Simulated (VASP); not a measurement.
# ZnO (P6_3/mmc) in VASP: settings compared

The runs below take ZnO through single point, with PBE+TS, LDA.

Everything below comes from runs of VASP 6.6.1. Logs are shortened: lines on timing, memory, paths and dates and some standing lists are left out, and cuts for length are marked.

## Step 1: The cell of the first run

Symmetry: P6_3/mmc, No. 194, hexagonal system. Conventional cell: a = 3.288 Å, b = 3.288 Å, c = 7.130 Å, α = 90.00°, β = 90.00°, γ = 120.00°. Within 2.5 Å of Zn (site symmetry -6m2) lie 3 O at 1.90 Å. O (site symmetry -6m2) has 3 Zn at 1.90 Å within 2.5 Å.

## Step 2: Single point, PBE+TS

File INCAR:

```
SYSTEM = ZnO
  PREC = Accurate
  ENCUT = 520
  EDIFF = 1E-7
  ISMEAR = 0
  SIGMA = 0.02
  LREAL = .False.
  LASPH = .True.
  ALGO = Normal
  NELM = 100
  ISIF = 2
  LWAVE = .False.
  LCHARG = .False.
  IVDW = 2
```

File KPOINTS:

```
k-points
0
Gamma
  7 7 3
```

File POSCAR:

```
ZnO
1.0
    3.2879671587      0.0000000000      0.0000000000
   -1.6439835793      2.8474630862      0.0000000000
    0.0000000000      0.0000000000      7.1304413500
Zn O
2 2
Direct
    0.0000000000      0.0000000000      0.2500000000
    0.0000000000      0.0000000000      0.7500000000
    0.6666666667      0.3333333333      0.7500000000
    0.3333333333      0.6666666667      0.2500000000
```

Potentials or basis: VASP PAW PBE potentials, release 64 (Zn, O).

Started as:

```console
cat potpaw_PBE.64/Zn/POTCAR potpaw_PBE.64/O/POTCAR > POTCAR
mpirun -np 1 vasp_std > vasp.out
```

OUTCAR:

```text
SYSTEM = ZnO
   PREC = Accurate
   ENCUT = 520
   EDIFF = 1E-7
   ISMEAR = 0
   LREAL = .False.
   LASPH = .True.
   NELM = 100
   ISIF = 2
   IVDW = 2
  IVDW =   2

 Found     16 irreducible k-points:

 Following reciprocal coordinates:
            Coordinates               Weight
  0.000000  0.000000  0.000000      1.000000
  0.142857 -0.000000  0.000000      6.000000
  0.285714 -0.000000  0.000000      6.000000
  0.428571 -0.000000  0.000000      6.000000
  0.142857  0.142857  0.000000      6.000000
  0.285714  0.142857  0.000000     12.000000
   k-points           NKPTS =     16   k-points in BZ     NKDIM =     16   number of bands    NBANDS=     22
   number of dos      NEDOS =    301   number of ions     NIONS =      4
   total plane-waves  NPLWV =  31104
   dimension x,y,z NGX =    24 NGY =   24 NGZ =   54
   dimension x,y,z NGXF=    48 NGYF=   48 NGZF=  108
   ions per type =               2   2
   NGX,Y,Z   is equivalent  to a cutoff of  12.13, 12.13, 12.59 a.u.
   NGXF,Y,Z  is equivalent  to a cutoff of  24.27, 24.27, 25.18 a.u.
 SYSTEM =  ZnO
   PREC   = accura    normal or accurate (medium, high low for compatibility)
   ISTART =      0    job   : 0-new  1-cont  2-samecut
   ICHARG =      2    charge: 1-file 2-atom 10-const
   ISPIN  =      1    spin polarized calculation?
   LNONCOLLINEAR =      F non collinear calculations
   LSORBIT =      F    spin-orbit coupling
   LASPH  =      T    aspherical Exc in radial PAW
   ENCUT  =  520.0 eV  38.22 Ry    6.18 a.u.   6.11  6.11 13.26*2*pi/ulx,y,z
   NELM   =    100;   NELMIN=  2; NELMDL= -5     # of ELM steps
   EDIFF  = 0.1E-06   stopping-criterion for ELM
   LREAL  =      F    real-space projection
   EDIFFG = 0.1E-05   stopping-criterion for IOM
   NSW    =      0    number of steps for IOM
   IBRION =     -1    ionic relax: 0-MD 1-quasi-New 2-CG
   NFREE  =      0    steps in history (QN), initial steepest desc. (CG)
   ISIF   =      2    stress and relaxation
   ISYM   =      2    0-nonsym 1-usesym 2-fastsym
   POTIM  = 0.5000    time-step for ionic-motion
   TEBEG  =    0.0;   TEEND  =   0.0 temperature during run

   SCALEE = 1.0000    scale energy and forces
   PSTRESS=    0.0 pullay stress
   NELECT =      36.0000    total number of electrons
   NUPDOWN=      -1.0000    fix difference up-down
   EMIN   =  10.00;   EMAX   =-10.00  energy-range for DOS
   EFERMI =   0.00;   METHOD = LEGACY
   ISMEAR =     0;   SIGMA  =   0.02  broadening in eV -4-tet -1-fermi 0-gaus
   EFERMI_NEDOS =   21; number of points for ismear=-14 and -15
   IALGO  =     38    algorithm
   IMIX   =      4    mixing-type and parameters
     AMIX     =   0.40;   BMIX     =  1.00
     AMIX_MAG =   1.60;   BMIX_MAG =  1.00
  volume/ion in A,a.u.               =      16.69       112.63
  Fermi-wavevector in a.u.,A,eV,Ry     =   1.332524  2.518105 24.158775  1.775620
  Thomas-Fermi vector in A             =   2.461452
   LORBIT       =      0    0 simple, 1 ext, 2 COOP (PROOUT), +10 PAW based schemes
   GGA     = PE    functional components
   LHFCALC =     F    Hartree Fock is set to
   AEXX    =    0.0000 exact exchange contribution
   IVDW    =     2    specifies the selected vdW correction
   LEPSILON=     F    determine dielectric tensor
   LRPA    =     F    only Hartree local field effects (RPA)

   CSHIFT  =0.1000    complex shift for real part using Kramers Kronig

   OMEGAMAX=  -1.0    maximum frequency
 non-spin polarized calculation
 Gauss-broadening in eV      SIGMA  =   0.02
  energy-cutoff  :      520.00
  volume of cell :       66.76
 maximum number of plane-waves:      1812
   NGX = 13   NGY = 13   NGZ = 27

 number of electron      36.0000026 magnetization

 Free energy of the ion-electron system (eV)
  ---------------------------------------------------
  ext. energy  EPLUGINS =         0.00000000
  ---------------------------------------------------
  free energy    TOTEN  =       -16.96555052 eV

  energy without entropy =      -16.96555052  energy(sigma->0) =      -16.96555052

 E-fermi :  -0.6659     XC(G=0):  -8.9268

 val. band max:       -0.7596125208   @ k =   0.0000   0.0000   0.0000
 cond. band min:       0.0634568678   @ k =   0.0000   0.0000   0.0000
 fundamental gap:      0.8230693885
 Fermi energy:        -0.6659020621

 k-point     1 :       0.0000    0.0000    0.0000
  band No.  band energies     occupation
      1     -18.2224      2.00000
      2     -18.1419      2.00000
      3      -6.8673      2.00000
      4      -6.8672      2.00000
      5      -6.8527      2.00000
      6      -6.8527      2.00000
      7      -5.7352      2.00000
      8      -5.5368      2.00000
      9      -5.5368      2.00000
     10      -5.4997      2.00000
     11      -5.4997      2.00000
     12      -5.4214      2.00000
     13      -3.9247      2.00000
     14      -2.4971      2.00000
     15      -0.7677      2.00000
     16      -0.7677      2.00000
     17      -0.7596      2.00000
     18      -0.7596      2.00000
     19       0.0635      0.00000
     20       2.5962      0.00000
     21       4.4088      0.00000
     22      10.1747      0.00000

 k-point     2 :       0.1429   -0.0000    0.0000
  band No.  band energies     occupation
      1     -18.1319      2.00000
      2     -18.0591      2.00000
      3      -6.8975      2.00000
      4      -6.8873      2.00000
      5      -6.7346      2.00000
      6      -6.7198      2.00000
      7      -5.7104      2.00000
      8      -5.7059      2.00000
      9      -5.6025      2.00000
     10      -5.5452      2.00000
     11      -5.5063      2.00000
     12      -5.3962      2.00000
     13      -3.5208      2.00000
     14      -2.2860      2.00000
     15      -1.8563      2.00000
     16      -1.5707      2.00000
     17      -1.1112      2.00000
     18      -1.0725      2.00000
     19       1.1697      0.00000
     20       3.5148      0.00000
     21       4.3617      0.00000
     22       9.9627      0.00000

 k-point     3 :       0.2857   -0.0000    0.0000
  band No.  band energies     occupation
      1     -17.9213      2.00000
      2     -17.8692      2.00000
      3      -6.8720      2.00000
      4      -6.8694      2.00000
      5      -6.3866      2.00000
      6      -6.3728      2.00000
      7      -5.9592      2.00000
      8      -5.7974      2.00000
      9      -5.6276      2.00000
     10      -5.5642      2.00000
     11      -5.5213      2.00000
     12      -5.3461      2.00000
     13      -3.2924      2.00000
     14      -2.9857      2.00000
     15      -2.6740      2.00000
     16      -1.8734      2.00000
     17      -1.8549      2.00000
     18      -1.8069      2.00000
     19       2.6945      0.00000
     20       4.2491      0.00000
     21       5.1402      0.00000
     22       8.4292      0.00000

 k-point     4 :       0.4286   -0.0000    0.0000
  band No.  band energies     occupation
      1     -17.7415      2.00000
      2     -17.7163      2.00000
      3      -6.6951      2.00000
      4      -6.6874      2.00000
      5      -6.0948      2.00000
      6      -6.0258      2.00000
      7      -6.0169      2.00000
      8      -5.9290      2.00000
      9      -5.5794      2.00000
     10      -5.5333      2.00000
     11      -5.4822      2.00000
     12      -5.3040      2.00000
     13      -4.4872      2.00000
     14      -4.0980      2.00000
     15      -2.5304      2.00000
     16      -2.4478      2.00000
     17      -1.8875      2.00000
     18      -1.6043      2.00000
     19       4.1497      0.00000
     20       4.2517      0.00000
     21       5.7722      0.00000
     22       7.6789      0.00000

 k-point     5 :       0.1429    0.1429    0.0000
  band No.  band energies     occupation
      1     -17.9812      2.00000
      2     -17.9225      2.00000
      3      -6.8917      2.00000
      4      -6.8915      2.00000
      5      -6.4849      2.00000
      6      -6.4730      2.00000
      7      -5.8922      2.00000
      8      -5.7444      2.00000
      9      -5.6533      2.00000
     10      -5.5651      2.00000
     11      -5.5253      2.00000
     12      -5.3598      2.00000
     13      -2.9124      2.00000
     14      -2.8315      2.00000
     15      -2.5238      2.00000
     16      -1.9669      2.00000
     17      -1.7752      2.00000
     18      -1.7671      2.00000
     19       2.3325      0.00000
     20       4.2868      0.00000
     21       4.8042      0.00000
     22       9.0347      0.00000

 k-point     6 :       0.2857    0.1429    0.0000
  band No.  band energies     occupation
      1     -17.7850      2.00000
      2     -17.7504      2.00000
      3      -6.7434      2.00000
      4      -6.7396      2.00000
      5      -6.0801      2.00000
      6      -6.0715      2.00000
      7      -6.0388      2.00000
      8      -5.8924      2.00000
      9      -5.5968      2.00000
     10      -5.5537      2.00000
     11      -5.5444      2.00000
     12      -5.3088      2.00000
     13      -3.9969      2.00000
     14      -3.6646      2.00000
     15      -2.7351      2.00000
     16      -2.6612      2.00000
     17      -2.1119      2.00000
     18      -1.6185      2.00000
     19       3.8877      0.00000
     20       4.2108      0.00000
     21       6.3565      0.00000
     22       7.7687      0.00000

 [... further k-points ...]

------------------------ aborting loop because EDIFF is reached ----------------------------------------

  Hirshfeld charges:
            ion         q(e)
   ------------------------------
      1     Zn       0.37625093
      2     Zn       0.37625093
      3     O       -0.37625093
      4     O       -0.37625093

  Tkatchenko/Scheffler method for vdW energy calculation

  Number of pair interactions contributing to vdW energy:   78388

  Edisp (eV):   -0.54482

  FORCE on cell =-STRESS in cart. coord.  units (eV):
  Direction    XX          YY          ZZ          XY          YZ          ZX
  --------------------------------------------------------------------------------------
  -------------------------------------------------------------------------------------
  Total      -0.53348    -0.53348    -0.74742    -0.00000    -0.00000     0.00000
  in kB     -12.80335   -12.80335   -17.93796    -0.00000    -0.00000     0.00000
  external pressure =      -14.51 kB  Pullay stress =        0.00 kB

 VOLUME and BASIS-vectors are now :
 -----------------------------------------------------------------------------
  energy-cutoff  :      520.00
  volume of cell :       66.76
      direct lattice vectors                 reciprocal lattice vectors
     3.287967159  0.000000000  0.000000000     0.304139291  0.175594901  0.000000000
    -1.643983579  2.847463086  0.000000000     0.000000000  0.351189803  0.000000000
     0.000000000  0.000000000  7.130441350     0.000000000  0.000000000  0.140243773

 POSITION                                       TOTAL-FORCE (eV/Angst)
 -----------------------------------------------------------------------------------
      0.00000      0.00000      1.78261         0.000000      0.000000     -0.000000
      0.00000      0.00000      5.34783        -0.000000      0.000000     -0.000000
      1.64398      0.94915      5.34783         0.000000     -0.000000      0.000000
     -0.00000      1.89831      1.78261        -0.000000     -0.000000     -0.000000
 -----------------------------------------------------------------------------------
    total drift:                               -0.000000      0.000000      0.000000

  FREE ENERGIE OF THE ION-ELECTRON SYSTEM (eV)
  ---------------------------------------------------
  free  energy   TOTEN  =       -17.5103670575 eV

  energy  without entropy=      -17.5103670575  energy(sigma->0) =      -17.51036706
```

Run time: 39 s. Hardware: 1 thread of Intel Xeon Platinum 8375C at 2.90GHz (Ice Lake), shared host; peak memory 0.18 GiB.

Results:

```
Free energy                : -17.5104 eV
Pressure                   : -1.5 GPa
Band gap on the k mesh     : 0.82 eV
Hirshfeld charges          : Zn +0.38; O -0.38 e
Dispersion energy per atom : -0.136 eV
```

[end of part 1 of 2]
